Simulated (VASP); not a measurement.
Set up this calculation in VASP 6.6.1, as the native input.

```yaml
Task: single point
Functional: LDA
Potentials_or_basis: VASP PAW LDA potentials, release 64 (Co)
Cutoff: 520 eV
k_mesh: 15 × 15 × 8
Occupations: fermi-dirac, width 0.03 eV
Spin: collinear spin, ferromagnetic start
Starting_moments: "[1.558, 1.558] μB"
Dipole_correction: no
Further_INCAR_settings: ALGO = Normal; EDIFF = 1e-06; NBANDS = 20
```

The structure of Co lies in POSCAR:

```
Co
1.0
    2.4273810165      0.0000000000      0.0000000000
   -1.2136905082      2.1021736250      0.0000000000
    0.0000000000      0.0000000000      3.9230481332
Co
2
Direct
    0.3333333333      0.6666666667      0.2500000000
    0.6666666667      0.3333333333      0.7500000000
```

One way to write it, as run:

INCAR

```
PREC = Accurate
ENCUT = 520
EDIFF = 1E-6
ISMEAR = -1
SIGMA = 0.03
LREAL = F
LASPH = T
NELM = 150
ALGO = Normal
ISIF = 2
LWAVE = F
LCHARG = T
ISPIN = 2
MAGMOM = 1.558 1.558
LORBIT = 11
LMAXMIX = 4
GGA = CA
LELF = T
LVHAR = T
NBANDS = 20
```

KPOINTS

```
Automatic mesh
0
Gamma
  15 15 8
```

Potentials or basis: VASP PAW LDA potentials, release 64 (Co).

Launch:

```sh
$ cat potpaw_LDA.64/Co/POTCAR > POTCAR
$ mpirun -np 1 vasp_std > vasp.out
```

Results of the run:

The pressure is -1.0 GPa and the net moment is 3.00 μB per cell. The site moments are Co +1.49 μB and the valence electrons inside the program's atomic spheres are Co 8.45.

Run time: 40 s on 1 thread of Intel(R) Xeon(R) 6975P-C (Granite Rapids), with other jobs on the host, peak memory 0.18 GiB.
